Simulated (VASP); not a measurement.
# Ta4Rh (Im-3m) in VASP: notebook

The runs below take Ta4Rh through single point, relaxation of cell and atoms, with PBE.

Program: VASP 6.6.1. These are calculated values, not measurements. Logs are shortened: lines on timing, memory, paths and dates and some standing lists are left out, and cuts for length are marked.

## (1) The cell of the first run

Symmetry: Im-3m, No. 229, cubic system. Conventional cell: a = 5.402 Å, b = 5.402 Å, c = 5.402 Å, α = 90.00°, β = 90.00°, γ = 90.00°. Ta (site symmetry -3m) has 2 Rh at 2.34 Å and 6 Ta at 2.70 Å within 3.1 Å. Within 3.1 Å of Rh (site symmetry m-3m) lie 8 Ta at 2.34 Å.

## (2) Single point, PBE

Input file INCAR:

```
  PREC = Accurate
  ENCUT = 520
  EDIFF = 1E-6
  ISMEAR = 0
  SIGMA = 0.1
  LREAL = F
  LASPH = T
  NELM = 100
  ALGO = Fast
  ISIF = 2
  LWAVE = F
  LCHARG = T
  GGA = PE
  LELF = T
  LVHAR = T
  NBANDS = 38
```

Input file KPOINTS:

```
regular mesh
0
Gamma
  4 4 4
```

Input file POSCAR:

```
Ta4Rh
1.0
   -2.7009564300      2.7009564300      2.7009564300
    2.7009564300     -2.7009564300      2.7009564300
    2.7009564300      2.7009564300     -2.7009564300
Ta Rh
4 1
Direct
    0.0000000000      0.0000000000      0.5000000000
    0.0000000000      0.5000000000      0.0000000000
    0.5000000000      0.0000000000      0.0000000000
    0.5000000000      0.5000000000      0.5000000000
    0.0000000000      0.0000000000      0.0000000000
```

Potentials or basis: VASP PAW PBE potentials, release 64 (Ta_pv, Rh_pv).

Run with:

```console
> cat potpaw_PBE.64/Ta_pv/POTCAR potpaw_PBE.64/Rh_pv/POTCAR > POTCAR
> mpirun -np 1 vasp_std > vasp.out
```

OUTCAR:

```text
PREC = Accurate
   ENCUT = 520
   EDIFF = 1E-6
   ISMEAR = 0
   LREAL = F
   LASPH = T
   NELM = 100
   ISIF = 2
   GGA = PE

 ion  position               nearest neighbor table
   1  0.000  0.000  0.500-   5 2.34   5 2.34   4 2.70   2 2.70   3 2.70   2 2.70   3 2.70   4 2.70

   2  0.000  0.500  0.000-   5 2.34   5 2.34   4 2.70   1 2.70   3 2.70   1 2.70   4 2.70   3 2.70

   3  0.500  0.000  0.000-   5 2.34   5 2.34   4 2.70   1 2.70   4 2.70   2 2.70   1 2.70   2 2.70

   4  0.500  0.500  0.500-   5 2.34   5 2.34   3 2.70   1 2.70   3 2.70   2 2.70   1 2.70   2 2.70

   5  0.000  0.000  0.000-   1 2.34   2 2.34   3 2.34   4 2.34   1 2.34   2 2.34   3 2.34   4 2.34

  LATTYP: Found a body centered cubic cell.
 ALAT       =     5.4019128600

  Lattice vectors:

 A1 = (  -2.7009564300,   2.7009564300,   2.7009564300)
 A2 = (   2.7009564300,  -2.7009564300,   2.7009564300)
 A3 = (   2.7009564300,   2.7009564300,  -2.7009564300)

Analysis of symmetry for initial positions (statically):
=====================================================================
 Subroutine PRICEL returns:
 Original cell was already a primitive cell.

 Routine SETGRP: Setting up the symmetry group for a
 body centered cubic supercell.

 Subroutine GETGRP returns: Found 48 space group operations
 (whereof 48 operations were pure point group operations)
 out of a pool of 48 trial point group operations.

The static configuration has the point symmetry O_h .

Analysis of symmetry for dynamics (positions and initial velocities):
=====================================================================
 Subroutine PRICEL returns:
 Original cell was already a primitive cell.

 Routine SETGRP: Setting up the symmetry group for a
 body centered cubic supercell.

 Subroutine GETGRP returns: Found 48 space group operations
 (whereof 48 operations were pure point group operations)
 out of a pool of 48 trial point group operations.

The dynamic configuration has the point symmetry O_h .

 Subroutine INISYM returns: Found 48 space group operations
 (whereof 48 operations are pure point group operations),
 and found     1 'primitive' translations

----------------------------------------------------------------------------------------

                                     Primitive cell

  volume of cell :      78.8157

  direct lattice vectors                    reciprocal lattice vectors
    -2.700956430  2.700956430  2.700956430     0.000000000  0.185119610  0.185119610
     2.700956430 -2.700956430  2.700956430     0.185119610  0.000000000  0.185119610
     2.700956430  2.700956430 -2.700956430     0.185119610  0.185119610  0.000000000

  length of vectors
     4.678193766  4.678193766  4.678193766     0.261798663  0.261798663  0.261798663

  position of ions in fractional coordinates (direct lattice)
     0.000000000  0.000000000  0.500000000
     0.000000000  0.500000000  0.000000000
     0.500000000  0.000000000  0.000000000
     0.500000000  0.500000000  0.500000000
     0.000000000  0.000000000  0.000000000

  ion indices of the primitive-cell ions
   primitive index   ion index
                 1           1
                 2           2
                 3           3
                 4           4
                 5           5

----------------------------------------------------------------------------------------

 KPOINTS: regular mesh

Automatic generation of k-mesh.
 Grid dimensions read from file:
 generate k-points for:    4    4    4

 Generating k-lattice:

  Cartesian coordinates                     Fractional coordinates (reciprocal lattice)
     0.000000000  0.046279902  0.046279902     0.250000000  0.000000000  0.000000000
     0.046279902  0.000000000  0.046279902     0.000000000  0.250000000  0.000000000
     0.046279902  0.046279902  0.000000000     0.000000000  0.000000000  0.250000000

  Length of vectors
     0.065449666  0.065449666  0.065449666

  Shift w.r.t. Gamma in fractional coordinates (k-lattice)
     0.000000000  0.000000000  0.000000000

 Subroutine IBZKPT returns following result:
 ===========================================

 Found      8 irreducible k-points:

 Following reciprocal coordinates:
            Coordinates               Weight
  0.000000  0.000000  0.000000      1.000000
  0.250000  0.000000  0.000000     12.000000
  0.500000  0.000000  0.000000      6.000000
  0.250000  0.250000  0.000000     24.000000
  0.250000  0.250000  0.250000      2.000000
 -0.250000  0.250000  0.250000      6.000000
  0.500000  0.500000  0.250000     12.000000
  0.500000  0.500000  0.500000      1.000000
   k-points           NKPTS =      8   k-points in BZ     NKDIM =      8   number of bands    NBANDS=     38
   number of dos      NEDOS =    301   number of ions     NIONS =      5
   total plane-waves  NPLWV =  46656
   dimension x,y,z NGX =    36 NGY =   36 NGZ =   36
   dimension x,y,z NGXF=    72 NGYF=   72 NGZF=   72
   ions per type =               4   1
   NGX,Y,Z   is equivalent  to a cutoff of  12.79, 12.79, 12.79 a.u.
   NGXF,Y,Z  is equivalent  to a cutoff of  25.59, 25.59, 25.59 a.u.
 SYSTEM =  unknown system
   PREC   = accura    normal or accurate (medium, high low for compatibility)
   ISTART =      0    job   : 0-new  1-cont  2-samecut
   ICHARG =      2    charge: 1-file 2-atom 10-const
   ISPIN  =      1    spin polarized calculation?
   LNONCOLLINEAR =      F non collinear calculations
   LSORBIT =      F    spin-orbit coupling
   LASPH  =      T    aspherical Exc in radial PAW
   ENCUT  =  520.0 eV  38.22 Ry    6.18 a.u.   8.70  8.70  8.70*2*pi/ulx,y,z
   NELM   =    100;   NELMIN=  2; NELMDL= -5     # of ELM steps
   EDIFF  = 0.1E-05   stopping-criterion for ELM
   LREAL  =      F    real-space projection
   EDIFFG = 0.1E-04   stopping-criterion for IOM
   NSW    =      0    number of steps for IOM
   IBRION =     -1    ionic relax: 0-MD 1-quasi-New 2-CG
   NFREE  =      0    steps in history (QN), initial steepest desc. (CG)
   ISIF   =      2    stress and relaxation
   ISYM   =      2    0-nonsym 1-usesym 2-fastsym
   POTIM  = 0.5000    time-step for ionic-motion
   TEBEG  =    0.0;   TEEND  =   0.0 temperature during run
   PSTRESS=    0.0 pullay stress
   NELECT =      59.0000    total number of electrons
   NUPDOWN=      -1.0000    fix difference up-down
   EMIN   =  10.00;   EMAX   =-10.00  energy-range for DOS
   EFERMI =   0.00;   METHOD = LEGACY
   ISMEAR =     0;   SIGMA  =   0.10  broadening in eV -4-tet -1-fermi 0-gaus
   EFERMI_NEDOS =   21; number of points for ismear=-14 and -15
   IALGO  =     68    algorithm
   IMIX   =      4    mixing-type and parameters
     AMIX     =   0.40;   BMIX     =  1.00
     AMIX_MAG =   1.60;   BMIX_MAG =  1.00
  volume/ion in A,a.u.               =      15.76       106.37
  Fermi-wavevector in a.u.,A,eV,Ry     =   1.486465  2.809011 30.063123  2.209577
  Thomas-Fermi vector in A             =   2.599748
   LORBIT       =      0    0 simple, 1 ext, 2 COOP (PROOUT), +10 PAW based schemes
   GGA     = PE    functional components
   LHFCALC =     F    Hartree Fock is set to
   AEXX    =    0.0000 exact exchange contribution
   IVDW    =     0    specifies the selected vdW correction
   LEPSILON=     F    determine dielectric tensor
   LRPA    =     F    only Hartree local field effects (RPA)
 non-spin polarized calculation
 RMM-DIIS sequential band-by-band and
 Gauss-broadening in eV      SIGMA  =   0.10
  energy-cutoff  :      520.00
  volume of cell :       78.82
 maximum number of plane-waves:      2136
 NGX is ok and might be reduce to    36
   NGX = 17   NGY = 17   NGZ = 17

 number of electron      59.0000008 magnetization

 Free energy of the ion-electron system (eV)
  ---------------------------------------------------
  ext. energy  EPLUGINS =         0.00000000
  ---------------------------------------------------
  free energy    TOTEN  =       -44.79723429 eV

  energy without entropy =      -44.76694096  energy(sigma->0) =      -44.78208763

 E-fermi :   7.9040     XC(G=0): -13.1004

 val. band max:        7.8791915551   @ k =  -0.2500   0.2500   0.2500
 cond. band min:       7.9229954517   @ k =  -0.2500   0.2500   0.2500
 fundamental gap:      0.0438038965
 Fermi energy:         7.9039851668

 k-point     1 :       0.0000    0.0000    0.0000
  band No.  band energies     occupation
      1     -40.6691      2.00000
      2     -40.6691      2.00000
      3     -40.6691      2.00000
      4     -26.8058      2.00000
      5     -26.8058      2.00000
      6     -26.8058      2.00000
[... 30 lines left out ...]
     37      12.8218      0.00000
     38      12.8223      0.00000

 k-point     2 :       0.2500    0.0000    0.0000
  band No.  band energies     occupation
      1     -40.6685      2.00000
      2     -40.6482      2.00000
      3     -40.6287      2.00000
      4     -26.8739      2.00000
      5     -26.7798      2.00000
      6     -26.6636      2.00000
[... 30 lines left out ...]
     37      11.5561      0.00000
     38      12.3169      0.00000

 k-point     3 :       0.5000    0.0000    0.0000
  band No.  band energies     occupation
      1     -40.6678      2.00000
      2     -40.6272      2.00000
      3     -40.5879      2.00000
      4     -26.9537      2.00000
      5     -26.7773      2.00000
      6     -26.3821      2.00000
[... 30 lines left out ...]
     37      10.6534      0.00000
     38      10.9640      0.00000

 k-point     4 :       0.2500    0.2500    0.0000
  band No.  band energies     occupation
      1     -40.6560      2.00000
      2     -40.6277      2.00000
      3     -40.5995      2.00000
      4     -26.8591      2.00000
      5     -26.6251      2.00000
      6     -26.6113      2.00000
[... 30 lines left out ...]
     37      10.8969      0.00000
     38      11.2716      0.00000

 k-point     5 :       0.2500    0.2500    0.2500
  band No.  band energies     occupation
      1     -40.6276      2.00000
      2     -40.6276      2.00000
      3     -40.6276      2.00000
      4     -26.4908      2.00000
      5     -26.3654      2.00000
      6     -26.3654      2.00000
[... 30 lines left out ...]
     37      10.2084      0.00000
     38      10.2914      0.00000

 k-point     6 :      -0.2500    0.2500    0.2500
  band No.  band energies     occupation
      1     -40.6287      2.00000
      2     -40.6277      2.00000
      3     -40.6277      2.00000
      4     -27.0177      2.00000
      5     -26.8305      2.00000
      6     -26.7634      2.00000
[... 30 lines left out ...]
     37      11.6446      0.00000
     38      11.6454      0.00000

 k-point     7 :       0.5000    0.5000    0.2500
  band No.  band energies     occupation
      1     -40.6276      2.00000
      2     -40.6071      2.00000
      3     -40.5875      2.00000
      4     -27.1128      2.00000
      5     -26.8036      2.00000
      6     -26.7564      2.00000
[... 30 lines left out ...]
     37      10.7172      0.00000
     38      12.2476      0.00000

 k-point     8 :       0.5000    0.5000    0.5000
  band No.  band energies     occupation
      1     -40.5870      2.00000
      2     -40.5870      2.00000
      3     -40.5870      2.00000
      4     -27.3037      2.00000
      5     -26.9331      2.00000
      6     -26.9331      2.00000
[... 30 lines left out ...]
     37       9.8163      0.00000
     38       9.8163      0.00000

------------------------ aborting loop because EDIFF is reached ----------------------------------------

  FORCE on cell =-STRESS in cart. coord.  units (eV):
  Direction    XX          YY          ZZ          XY          YZ          ZX
  --------------------------------------------------------------------------------------
  -------------------------------------------------------------------------------------
  Total       41.4046047     41.4046047     41.4046047      0.0000000      0.0000000      0.0000000
  in kB      841.6790126    841.6790126    841.6790126      0.0000000      0.0000000      0.0000000
  external PRESSURE =     841.6790126 kB  Pullay stress =       0.0000000 kB

 VOLUME and BASIS-vectors are now :
 -----------------------------------------------------------------------------
  energy-cutoff  :      520.00
  volume of cell :       78.82
      direct lattice vectors                 reciprocal lattice vectors
    -2.700956430  2.700956430  2.700956430     0.000000000  0.185119610  0.185119610
     2.700956430 -2.700956430  2.700956430     0.185119610  0.000000000  0.185119610
     2.700956430  2.700956430 -2.700956430     0.185119610  0.185119610  0.000000000

 POSITION                                       TOTAL-FORCE (eV/Angst)
 -----------------------------------------------------------------------------------
      1.35048      1.35048     -1.35048         0.000000      0.000000      0.000000
      1.35048     -1.35048      1.35048        -0.000000      0.000000     -0.000000
     -1.35048      1.35048      1.35048        -0.000000      0.000000      0.000000
      1.35048      1.35048      1.35048         0.000000     -0.000000     -0.000000
      0.00000      0.00000      0.00000        -0.000000      0.000000      0.000000
 -----------------------------------------------------------------------------------
    total drift:                               -0.000000     -0.000000      0.000000

  FREE ENERGIE OF THE ION-ELECTRON SYSTEM (eV)
  ---------------------------------------------------
  free  energy   TOTEN  =       -44.7972342936 eV

  energy  without entropy=      -44.7669409606  energy(sigma->0) =      -44.78208763
```

Run time: 15 s. Hardware: 1 thread of Intel Xeon 6975P-C (Granite Rapids), shared host; peak memory 0.2 GiB.

Results:

```yaml
Free_energy: -44.7972 eV
Pressure: 84.2 GPa
```

Levels at points of the mesh, in eV from the Fermi level:
| k point | band 26 | band 27 | band 28 | band 29 | band 30 | band 31 | band 32 | band 33 | band 34 | band 35 |
| --- | --- | --- | --- | --- | --- | --- | --- | --- | --- | --- |
| (0.00, 0.00, 0.00) | -0.81 | -0.81 | 0.77 | 0.77 | 2.79 | 2.79 | 2.79 | 4.28 | 4.28 | 4.28 |
| (0.50, 0.00, 0.00) | -1.36 | -1.26 | -0.60 | -0.56 | -0.39 | 0.82 | 0.85 | 1.08 | 1.88 | 2.15 |
| (0.50, 0.50, 0.50) | -3.11 | -2.71 | -2.71 | -2.71 | -0.75 | 0.44 | 0.44 | 1.45 | 1.45 | 1.45 |

Caveat: the k points lie up to 0.41 Å⁻¹ apart; spin-orbit coupling is left out, which moves the levels of the heavy elements.

## (3) Single point, PBE

This run uses another cell than the first one, of 21.07 Å³/atom, 1.336 times its volume.

Input file INCAR:

```
ALGO = Normal ; EDIFF = 1E-6
ENCUT = 520 ; GGA = PE
ISIF = 2 ; ISMEAR = 0
LASPH = True ; LCHARG = False
LREAL = False ; LWAVE = False
NBANDS = 38 ; NELM = 80
PREC = Accurate ; SIGMA = 0.1
```

Input file KPOINTS:

```
k-points
0
Gamma
  4 4 4
```

POSCAR: that of step 2 with these lines changed.

```diff
@@ -2,5 +2,5 @@
 1.0
-   -2.7009564300      2.7009564300      2.7009564300
-    2.7009564300     -2.7009564300      2.7009564300
-    2.7009564300      2.7009564300     -2.7009564300
+   -2.9750679743      2.9750679743      2.9750679743
+    2.9750679743     -2.9750679743      2.9750679743
+    2.9750679743      2.9750679743     -2.9750679743
 Ta Rh
```

Potentials or basis: VASP PAW PBE potentials, release 64 (Ta_pv, Rh_pv).

Run with:

```console
> cat potpaw_PBE.64/Ta_pv/POTCAR potpaw_PBE.64/Rh_pv/POTCAR > POTCAR
> mpirun -np 1 vasp_std > vasp.out
```

Run time: 17 s. Hardware: 1 thread of Intel Xeon 6975P-C (Granite Rapids), shared host; peak memory 0.24 GiB.

Results (log left out):

```
Free energy : -50.3174 eV
Pressure    : 0.4 GPa
```

Levels at points of the mesh, in eV from the Fermi level:
```tsv
k point	band 27	band 28	band 29	band 30	band 31	band 32	band 33	band 34
(0.00, 0.00, 0.00)	-0.60	0.54	0.54	2.21	2.21	2.21	2.62	2.62
(0.50, 0.00, 0.00)	-0.75	-0.62	-0.40	-0.21	0.66	0.75	0.78	1.47
(0.50, 0.50, 0.50)	-1.87	-1.66	-1.66	-1.66	0.32	0.32	1.27	1.27
```

Caveat: the k points lie up to 0.37 Å⁻¹ apart; spin-orbit coupling is left out, which moves the levels of the heavy elements.

(Continued in part 2 of 2.)
